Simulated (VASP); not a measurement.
## PbS: single point with PBE

The system is PbS.

```
Pb S
1.0
     0.00000    2.98723    2.98723
     2.98723    0.00000    2.98723
     2.98723    2.98723    0.00000
Pb S
1 1
Direct
  0.00000 0.00000 0.00000
  0.50000 0.50000 0.50000
```

- Program: VASP 6.6.1
- Task: single point
- Functional: PBE
- Potentials or basis: VASP PAW PBE potentials, release 64 (Pb_d, S)
- Cutoff: 520 eV
- k mesh: 6 × 6 × 6
- Occupations: gaussian, width 0.01 eV
- Spin: no spin polarisation
- Dipole correction: no
- Further INCAR settings: ALGO = Normal; EDIFF = 1e-06; NBANDS = 17

```json
{
 "Pressure": "0.8 GPa",
 "Band gap on the k mesh": "0.44 eV, direct"
}
```

Levels at points of the mesh, in eV from the valence-band top:
```csv
k point,band 7,band 8,band 9,band 10,band 11,band 12,band 13,band 14
"(0.00, 0.00, 0.00)",-6.05,-2.04,-2.04,-2.04,5.17,5.17,5.17,6.81
"(0.50, 0.00, 0.00)",-8.70,-1.67,-1.67,0.00,0.44,2.03,2.03,8.66
"(0.50, 0.50, 0.00)",-7.15,-4.99,-3.28,-3.28,3.98,5.53,5.63,5.63
```

It took 7.4 s on 1 thread of Intel(R) Xeon(R) Platinum 8488C (Sapphire Rapids) (shared host), peak memory 0.17 GiB.

Caveat: spin-orbit coupling is left out, which moves the levels of the heavy elements. A k mesh can miss the band edges.
